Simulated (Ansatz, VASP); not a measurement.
Two plane-wave programs on ScAl3N4

```
CELL_PARAMETERS angstrom
6.48010 0.01573 0.00000
-3.22643 5.61979 0.00000
0.00000 0.00000 5.02746
ATOMIC_POSITIONS crystal
Al 0.16428 0.82908 0.99896
Al 0.33572 0.67092 0.49896
Al 0.67092 0.33572 0.99896
Al 0.82908 0.16428 0.49896
Al 0.66514 0.83486 0.99530
Al 0.83486 0.66514 0.49530
Sc 0.16124 0.33876 0.98991
Sc 0.33876 0.16124 0.48991
N 0.15876 0.34124 0.41365
N 0.34124 0.15876 0.91365
N 0.15456 0.80927 0.37583
N 0.34544 0.69073 0.87583
N 0.69073 0.34544 0.37583
N 0.80927 0.15456 0.87583
N 0.66756 0.83244 0.37956
N 0.83244 0.66756 0.87956
```

Alike in both runs: functional PBE; k mesh 4 × 4 × 5; no spin polarisation.

Ansatz relaxed the structure, and its values are those at the end. VASP's run is a single point on that final structure, the one shown.

```csv
,VASP,Ansatz
version,VASP 6.6.1,Ansatz 0.2.0
potentials or method,"VASP PAW PBE potentials, release 64 (Al, Sc_sv, N)","scalar-relativistic, plane waves, PAW"
plane-wave cutoff (eV),520,420
occupations,"gaussian, width 0.01 eV",fixed
valence electrons in the cell,80,80
```

```tsv
	VASP	Ansatz	Ansatz less VASP
gap on the k mesh at the Fermi level (eV)	3.66	3.66	+0.007
least direct gap on the mesh (eV)	3.72	3.71	-0.007
pressure (GPa)	0.9	0.8	-0.07
rms of the force components (eV/Å)	0.024	0.000	-0.0235
```

Ansatz's warnings: stress scf threshold loose.
